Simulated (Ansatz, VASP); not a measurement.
# Two plane-wave programs on Fe2Ru

```
CELL_PARAMETERS angstrom
0.00000 3.29173 3.29173
3.29173 0.00000 3.29173
3.29173 3.29173 0.00000
ATOMIC_POSITIONS crystal
Fe 0.62500 0.62500 0.62500
Fe 0.12500 0.62500 0.62500
Fe 0.62500 0.62500 0.12500
Fe 0.62500 0.12500 0.62500
Ru 0.00000 0.00000 0.00000
Ru 0.25000 0.25000 0.25000
```

Alike in both runs: functional PBE; k mesh 4 × 4 × 4; occupations gaussian, width 0.1 eV; collinear spin.

Ansatz relaxed the structure, and its values are those at the end. VASP's run is a single point on that final structure, the one shown.

|  | VASP | Ansatz |
| --- | --- | --- |
| version | VASP 6.6.1 | Ansatz 0.2.0 |
| potentials or method | VASP PAW PBE potentials, release 64 (Fe, Ru_pv), cutoff 520 eV | scalar-relativistic, plane waves, PAW |
| valence electrons in the cell | 60 | 96 |

Ansatz gave:

| Item | Value |
| --- | --- |
| gap on the k mesh at the Fermi level (eV) | none |
| pressure (GPa) | 0.0 |
| net moment per atom (μB) | 0.95 |
| size of the moment on the site where the two differ most (μB) | 0.31 |

Which values does VASP return?

gap on the k mesh at the Fermi level (eV): none; pressure (GPa): -0.4; net moment per atom (μB): 0.96; size of the moment on the site where the two differ most (μB): 0.34.

Site moments also hang on the region over which each program counts them. A gap of «none» marks a metal or a gap that the smearing closes. The functional is the same, so the differences come from potentials, cutoffs and numerics. VASP's potentials hold 60 valence electrons a cell and Ansatz's 96, so a difference there can come from the potentials and not from the codes.

The k mesh is coarse, so the values compare programs but aren't converged.
